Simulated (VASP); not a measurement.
Ge: single point with PBE

The system is Ge.

```
Ge
1.0
    -3.78484    3.78484    3.78484
     3.78484   -3.78484    3.78484
     3.78484    3.78484   -3.78484
Ge
8
Direct
  0.31720 0.31720 0.31720
  0.00000 0.00000 0.68280
  0.00000 0.68280 0.00000
  0.68280 0.00000 0.00000
  0.68280 0.68280 0.68280
  0.00000 0.00000 0.31720
  0.00000 0.31720 0.00000
  0.31720 0.00000 0.00000
```

The cell was generated, and may not be a known phase.

```
Program                : VASP 6.6.1
Task                   : single point
Functional             : PBE
Potentials or basis    : VASP PAW PBE potentials, release 64 (Ge_d)
Cutoff                 : 520 eV
k mesh                 : 4 × 4 × 4
Occupations            : gaussian, width 0.1 eV
Spin                   : no spin polarisation
Dipole correction      : no
Further INCAR settings : ALGO = Normal; EDIFF = 1e-06; NBANDS = 66
```

| Item | Value |
| --- | --- |
| Pressure | 8.7 GPa |
| Largest force | 1.282 eV/Å |
| Band gap on the k mesh | 0.16 eV (least direct gap 0.23 eV) |

Forces on the atoms (eV/Å):
```
Ge   0.740  0.740  0.740
Ge  -0.740 -0.740  0.740
Ge  -0.740  0.740 -0.740
Ge   0.740 -0.740 -0.740
Ge  -0.740 -0.740 -0.740
Ge   0.740  0.740 -0.740
Ge   0.740 -0.740  0.740
Ge  -0.740  0.740  0.740
```

Levels at points of the mesh, in eV from the valence-band top:
```csv
k point,band 52,band 53,band 54,band 55,band 56,band 57,band 58,band 59,band 60,band 61
"(0.00, 0.00, 0.00)",-2.59,-2.59,0.00,0.00,0.00,0.57,1.30,1.30,1.30,3.95
"(0.50, 0.00, 0.00)",-2.83,-2.18,-1.40,-1.16,-0.71,1.54,1.78,2.26,2.37,2.85
"(0.50, 0.50, 0.50)",-3.27,-3.27,-0.07,-0.07,-0.07,0.16,2.50,2.50,2.50,3.37
```

Run time: 120 s on 1 thread of AMD EPYC 9R45 96-Core Processor (Zen 5), on a shared host, peak memory 0.33 GiB.

Caveat: the cell stands under pressure; semilocal functionals underestimate gaps, and a narrow one can read as zero; forces of over 1 eV/Å act on the atoms, so gaps and moduli don't describe the material at rest. A k mesh can miss the band edges.
